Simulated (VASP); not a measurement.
# ZnSe (F-43m) in VASP: single point with PBE

Aim: the single point of ZnSe with PBE.

Everything below comes from runs of VASP 6.6.1. Logs are shortened: lines on timing, memory, paths and dates and some standing lists are left out, and cuts for length are marked.

**1. The cell of the first run**

Symmetry: F-43m, No. 216, cubic system. The conventional cell has a = 5.732 Å, b = 5.732 Å, c = 5.732 Å, α = 90.00°, β = 90.00°, γ = 90.00°. Zn (site symmetry -43m) has 4 Se at 2.48 Å within 3.3 Å. Se (site symmetry -43m) has 4 Zn at 2.48 Å within 3.3 Å.

**2. Single point, PBE**

Contents of INCAR:

```
PREC = Accurate
ENCUT = 520
EDIFF = 1E-6
ISMEAR = 0
SIGMA = 0.02
LREAL = F
LASPH = T
NELM = 60
ALGO = Normal
ISIF = 2
LWAVE = F
LCHARG = T
GGA = PE
LELF = T
LVHAR = T
NBANDS = 16
```

Contents of KPOINTS:

```
Automatic mesh
0
Gamma
  8 8 8
```

Contents of POSCAR:

```
ZnSe
1.0
    0.0000000000      2.8658805878      2.8658805878
    2.8658805878      0.0000000000      2.8658805878
    2.8658805878      2.8658805878      0.0000000000
Zn Se
1 1
Direct
    0.0000000000      0.0000000000      0.0000000000
    0.7500000000      0.7500000000      0.7500000000
```

Potentials or basis: VASP PAW PBE potentials, release 64 (Zn, Se).

Command:

```sh
> cat potpaw_PBE.64/Zn/POTCAR potpaw_PBE.64/Se/POTCAR > POTCAR
> mpirun -np 1 vasp_std > vasp.out
```

OUTCAR:

```text
PREC = Accurate
   ENCUT = 520
   EDIFF = 1E-6
   ISMEAR = 0
   LREAL = F
   LASPH = T
   NELM = 60
   ISIF = 2
   GGA = PE

 ion  position               nearest neighbor table
   1  0.000  0.000  0.000-   2 2.48   2 2.48   2 2.48   2 2.48
   2  0.750  0.750  0.750-   1 2.48   1 2.48   1 2.48   1 2.48

  LATTYP: Found a face centered cubic cell.
 ALAT       =     5.7317611756

  Lattice vectors:

 A1 = (   0.0000000000,   2.8658805878,   2.8658805878)
 A2 = (   2.8658805878,   0.0000000000,   2.8658805878)
 A3 = (   2.8658805878,   2.8658805878,   0.0000000000)

Analysis of symmetry for initial positions (statically):
=====================================================================
 Subroutine PRICEL returns:
 Original cell was already a primitive cell.

 Routine SETGRP: Setting up the symmetry group for a
 face centered cubic supercell.

 Subroutine GETGRP returns: Found 24 space group operations
 (whereof 24 operations were pure point group operations)
 out of a pool of 48 trial point group operations.

The static configuration has the point symmetry T_d .

Analysis of symmetry for dynamics (positions and initial velocities):
=====================================================================
 Subroutine PRICEL returns:
 Original cell was already a primitive cell.

 Routine SETGRP: Setting up the symmetry group for a
 face centered cubic supercell.

 Subroutine GETGRP returns: Found 24 space group operations
 (whereof 24 operations were pure point group operations)
 out of a pool of 48 trial point group operations.

The dynamic configuration has the point symmetry T_d .

 Subroutine INISYM returns: Found 24 space group operations
 (whereof 24 operations are pure point group operations),
 and found     1 'primitive' translations

----------------------------------------------------------------------------------------

                                     Primitive cell

  volume of cell :      47.0765

  direct lattice vectors                    reciprocal lattice vectors
     0.000000000  2.865880588  2.865880588    -0.174466446  0.174466446  0.174466446
     2.865880588  0.000000000  2.865880588     0.174466446 -0.174466446  0.174466446
     2.865880588  2.865880588  0.000000000     0.174466446  0.174466446 -0.174466446

  length of vectors
     4.052967195  4.052967195  4.052967195     0.302184748  0.302184748  0.302184748

  position of ions in fractional coordinates (direct lattice)
     0.000000000  0.000000000  0.000000000
     0.750000000  0.750000000  0.750000000

  ion indices of the primitive-cell ions
   primitive index   ion index
                 1           1
                 2           2

----------------------------------------------------------------------------------------

 KPOINTS: Automatic mesh

Automatic generation of k-mesh.
 Grid dimensions read from file:
 generate k-points for:    8    8    8

 Generating k-lattice:

  Cartesian coordinates                     Fractional coordinates (reciprocal lattice)
    -0.021808306  0.021808306  0.021808306     0.125000000  0.000000000  0.000000000
     0.021808306 -0.021808306  0.021808306     0.000000000  0.125000000  0.000000000
     0.021808306  0.021808306 -0.021808306     0.000000000  0.000000000  0.125000000

  Length of vectors
     0.037773094  0.037773094  0.037773094

  Shift w.r.t. Gamma in fractional coordinates (k-lattice)
     0.000000000  0.000000000  0.000000000

 Subroutine IBZKPT returns following result:
 ===========================================

 Found     29 irreducible k-points:

 Following reciprocal coordinates:
            Coordinates               Weight
  0.000000  0.000000  0.000000      1.000000
  0.125000  0.000000  0.000000      8.000000
  0.250000  0.000000  0.000000      8.000000
  0.375000  0.000000  0.000000      8.000000
  0.500000  0.000000  0.000000      4.000000
  0.125000  0.125000  0.000000      6.000000
[... 16 lines left out ...]
  0.500000  0.250000  0.125000     48.000000
 -0.375000  0.250000  0.125000     24.000000
 [... further k-points ...]
   k-points           NKPTS =     29   k-points in BZ     NKDIM =     29   number of bands    NBANDS=     16
   number of dos      NEDOS =    301   number of ions     NIONS =      2
   total plane-waves  NPLWV =  27000
   dimension x,y,z NGX =    30 NGY =   30 NGZ =   30
   dimension x,y,z NGXF=    60 NGYF=   60 NGZF=   60
   ions per type =               1   1
   NGX,Y,Z   is equivalent  to a cutoff of  12.31, 12.31, 12.31 a.u.
   NGXF,Y,Z  is equivalent  to a cutoff of  24.61, 24.61, 24.61 a.u.
 SYSTEM =  unknown system
   PREC   = accura    normal or accurate (medium, high low for compatibility)
   ISTART =      0    job   : 0-new  1-cont  2-samecut
   ICHARG =      2    charge: 1-file 2-atom 10-const
   ISPIN  =      1    spin polarized calculation?
   LNONCOLLINEAR =      F non collinear calculations
   LSORBIT =      F    spin-orbit coupling
   LASPH  =      T    aspherical Exc in radial PAW
   ENCUT  =  520.0 eV  38.22 Ry    6.18 a.u.   7.54  7.54  7.54*2*pi/ulx,y,z
   NELM   =     60;   NELMIN=  2; NELMDL= -5     # of ELM steps
   EDIFF  = 0.1E-05   stopping-criterion for ELM
   LREAL  =      F    real-space projection
   EDIFFG = 0.1E-04   stopping-criterion for IOM
   NSW    =      0    number of steps for IOM
   IBRION =     -1    ionic relax: 0-MD 1-quasi-New 2-CG
   NFREE  =      0    steps in history (QN), initial steepest desc. (CG)
   ISIF   =      2    stress and relaxation
   ISYM   =      2    0-nonsym 1-usesym 2-fastsym
   POTIM  = 0.5000    time-step for ionic-motion
   TEBEG  =    0.0;   TEEND  =   0.0 temperature during run
   PSTRESS=    0.0 pullay stress
   NELECT =      18.0000    total number of electrons
   NUPDOWN=      -1.0000    fix difference up-down
   EMIN   =  10.00;   EMAX   =-10.00  energy-range for DOS
   EFERMI =   0.00;   METHOD = LEGACY
   ISMEAR =     0;   SIGMA  =   0.02  broadening in eV -4-tet -1-fermi 0-gaus
   EFERMI_NEDOS =   21; number of points for ismear=-14 and -15
   IALGO  =     38    algorithm
   IMIX   =      4    mixing-type and parameters
     AMIX     =   0.40;   BMIX     =  1.00
     AMIX_MAG =   1.60;   BMIX_MAG =  1.00
  volume/ion in A,a.u.               =      23.54       158.84
  Fermi-wavevector in a.u.,A,eV,Ry     =   1.188222  2.245414 19.209677  1.411871
  Thomas-Fermi vector in A             =   2.324356
   LORBIT       =      0    0 simple, 1 ext, 2 COOP (PROOUT), +10 PAW based schemes
   GGA     = PE    functional components
   LHFCALC =     F    Hartree Fock is set to
   AEXX    =    0.0000 exact exchange contribution
   IVDW    =     0    specifies the selected vdW correction
   LEPSILON=     F    determine dielectric tensor
   LRPA    =     F    only Hartree local field effects (RPA)
 non-spin polarized calculation
 Gauss-broadening in eV      SIGMA  =   0.02
  energy-cutoff  :      520.00
  volume of cell :       47.08
 maximum number of plane-waves:      1287
   NGX = 15   NGY = 15   NGZ = 15

 number of electron      18.0000017 magnetization

 Free energy of the ion-electron system (eV)
  ---------------------------------------------------
  ext. energy  EPLUGINS =         0.00000000
  ---------------------------------------------------
  free energy    TOTEN  =        -6.03241764 eV

  energy without entropy =       -6.03241764  energy(sigma->0) =       -6.03241764

 E-fermi :   1.4157     XC(G=0):  -9.1683

 val. band max:        1.3294326587   @ k =   0.0000   0.0000   0.0000
 cond. band min:       2.4851383163   @ k =   0.0000   0.0000   0.0000
 fundamental gap:      1.1557056576
 Fermi energy:         1.4156592110

 k-point     1 :       0.0000    0.0000    0.0000
  band No.  band energies     occupation
      1     -11.7188      2.00000
      2      -5.0995      2.00000
      3      -5.0995      2.00000
      4      -5.0995      2.00000
      5      -4.7597      2.00000
      6      -4.7597      2.00000
[... 8 lines left out ...]
     15      12.7189      0.00000
     16      12.7189      0.00000

 k-point     2 :       0.1250    0.0000    0.0000
  band No.  band energies     occupation
      1     -11.6246      2.00000
      2      -5.0907      2.00000
      3      -5.0848      2.00000
      4      -5.0848      2.00000
      5      -4.7609      2.00000
      6      -4.7609      2.00000
[... 8 lines left out ...]
     15      11.9646      0.00000
     16      11.9864      0.00000

 k-point     3 :       0.2500    0.0000    0.0000
  band No.  band energies     occupation
      1     -11.3809      2.00000
      2      -5.0526      2.00000
      3      -5.0526      2.00000
      4      -5.0325      2.00000
      5      -4.7594      2.00000
      6      -4.7594      2.00000
[... 8 lines left out ...]
     15      11.7287      0.00000
     16      11.9871      0.00000

 k-point     4 :       0.3750    0.0000    0.0000
  band No.  band energies     occupation
      1     -11.1091      2.00000
      2      -5.0267      2.00000
      3      -5.0267      2.00000
      4      -4.8457      2.00000
      5      -4.7498      2.00000
      6      -4.7498      2.00000
[... 8 lines left out ...]
     15      12.7972      0.00000
     16      12.7972      0.00000

 k-point     5 :       0.5000    0.0000    0.0000
  band No.  band energies     occupation
      1     -10.9862      2.00000
      2      -5.0183      2.00000
      3      -5.0183      2.00000
      4      -4.7428      2.00000
      5      -4.7428      2.00000
      6      -4.6128      2.00000
[... 8 lines left out ...]
     15      14.2964      0.00000
     16      14.2964      0.00000

 k-point     6 :       0.1250    0.1250    0.0000
  band No.  band energies     occupation
      1     -11.5932      2.00000
      2      -5.1042      2.00000
      3      -5.0717      2.00000
      4      -5.0717      2.00000
      5      -4.7699      2.00000
      6      -4.7532      2.00000
[... 8 lines left out ...]
     15      12.4114      0.00000
     16      12.9362      0.00000

 k-point     7 :       0.2500    0.1250    0.0000
  band No.  band energies     occupation
      1     -11.3986      2.00000
      2      -5.0847      2.00000
      3      -5.0375      2.00000
      4      -5.0323      2.00000
      5      -4.7746      2.00000
      6      -4.7474      2.00000
[... 8 lines left out ...]
     15      12.8016      0.00000
     16      13.3142      0.00000

 k-point     8 :       0.3750    0.1250    0.0000
  band No.  band energies     occupation
      1     -11.1323      2.00000
      2      -5.0364      2.00000
      3      -5.0073      2.00000
      4      -4.9236      2.00000
      5      -4.7558      2.00000
      6      -4.7407      2.00000
[... 8 lines left out ...]
     15      12.9966      0.00000
     16      13.5227      0.00000

 k-point     9 :       0.5000    0.1250    0.0000
  band No.  band energies     occupation
      1     -10.9535      2.00000
      2      -5.0162      2.00000
      3      -4.9968      2.00000
      4      -4.7787      2.00000
      5      -4.7410      2.00000
      6      -4.6262      2.00000
[... 8 lines left out ...]
     15      13.6033      0.00000
     16      14.3135      0.00000
[... 172 lines left out ...]
 k-point    19 :       0.5000    0.3750    0.0000
  band No.  band energies     occupation
      1     -10.7785      2.00000
      2      -5.0345      2.00000
      3      -4.8888      2.00000
      4      -4.8724      2.00000
      5      -4.7232      2.00000
      6      -4.6066      2.00000
[... 8 lines left out ...]
     15      14.8102      0.00000
     16      15.3920      0.00000

 k-point    20 :      -0.3750    0.3750    0.0000
  band No.  band energies     occupation
      1     -10.7570      2.00000
      2      -5.0087      2.00000
      3      -4.9070      2.00000
      4      -4.8271      2.00000
      5      -4.7398      2.00000
      6      -4.5170      2.00000
[... 8 lines left out ...]
     15      13.2411      0.00000
     16      16.3949      0.00000

 k-point    21 :       0.5000    0.5000    0.0000
  band No.  band energies     occupation
      1     -10.7381      2.00000
      2      -5.0510      2.00000
      3      -4.8672      2.00000
      4      -4.8672      2.00000
      5      -4.7154      2.00000
      6      -4.5927      2.00000
[... 8 lines left out ...]
     15      15.1579      0.00000
     16      15.6034      0.00000

 k-point    22 :       0.3750    0.2500    0.1250
  band No.  band energies     occupation
      1     -11.1909      2.00000
      2      -5.0520      2.00000
      3      -5.0043      2.00000
      4      -4.9750      2.00000
      5      -4.7718      2.00000
      6      -4.7369      2.00000
[... 8 lines left out ...]
     15      13.4764      0.00000
     16      14.5917      0.00000

 k-point    23 :       0.5000    0.2500    0.1250
  band No.  band energies     occupation
      1     -10.9644      2.00000
      2      -5.0081      2.00000
      3      -4.9816      2.00000
      4      -4.8529      2.00000
      5      -4.7477      2.00000
      6      -4.6960      2.00000
[... 8 lines left out ...]
     15      13.7689      0.00000
     16      14.8888      0.00000

 k-point    24 :      -0.3750    0.2500    0.1250
  band No.  band energies     occupation
      1     -10.8642      2.00000
      2      -5.0011      2.00000
      3      -4.9690      2.00000
      4      -4.7867      2.00000
      5      -4.7527      2.00000
      6      -4.5659      2.00000
[... 8 lines left out ...]
     15      13.9528      0.00000
     16      14.7439      0.00000

 [... further k-points ...]

------------------------ aborting loop because EDIFF is reached ----------------------------------------

  FORCE on cell =-STRESS in cart. coord.  units (eV):
  Direction    XX          YY          ZZ          XY          YZ          ZX
  --------------------------------------------------------------------------------------
  -------------------------------------------------------------------------------------
  Total        0.0714140      0.0714140      0.0714140     -0.0000000     -0.0000000      0.0000000
  in kB        2.4304664      2.4304664      2.4304664     -0.0000000     -0.0000000      0.0000000
  external PRESSURE =       2.4304664 kB  Pullay stress =       0.0000000 kB

 VOLUME and BASIS-vectors are now :
 -----------------------------------------------------------------------------
  energy-cutoff  :      520.00
  volume of cell :       47.08
      direct lattice vectors                 reciprocal lattice vectors
     0.000000000  2.865880588  2.865880588    -0.174466446  0.174466446  0.174466446
     2.865880588  0.000000000  2.865880588     0.174466446 -0.174466446  0.174466446
     2.865880588  2.865880588  0.000000000     0.174466446  0.174466446 -0.174466446

 POSITION                                       TOTAL-FORCE (eV/Angst)
 -----------------------------------------------------------------------------------
      0.00000      0.00000      0.00000         0.000000      0.000000      0.000000
      4.29882      4.29882      4.29882        -0.000000     -0.000000      0.000000
 -----------------------------------------------------------------------------------
    total drift:                                0.000001      0.000001      0.000001

  FREE ENERGIE OF THE ION-ELECTRON SYSTEM (eV)
  ---------------------------------------------------
  free  energy   TOTEN  =        -6.0324176377 eV

  energy  without entropy=       -6.0324176377  energy(sigma->0) =       -6.03241764
```

Wall time 38 s (1 thread of Intel Xeon 8259CL, shared host); peak memory 0.18 GiB.

Results:

```yaml
Free_energy: -6.0324 eV
Pressure: 0.2 GPa
Band_gap_on_the_k_mesh: 1.16 eV, direct
```

Levels at points of the mesh, in eV from the valence-band top:
| k point | band 7 | band 8 | band 9 | band 10 | band 11 | band 12 |
| --- | --- | --- | --- | --- | --- | --- |
| (0.00, 0.00, 0.00) | 0.00 | 0.00 | 0.00 | 1.16 | 5.81 | 5.81 |
| (0.50, 0.00, 0.00) | -5.02 | -0.82 | -0.82 | 2.48 | 6.38 | 6.38 |
| (0.50, 0.50, 0.00) | -4.61 | -2.07 | -2.07 | 3.06 | 3.46 | 10.50 |

PBE gaps usually lie below the measured ones, often by a third to a half.
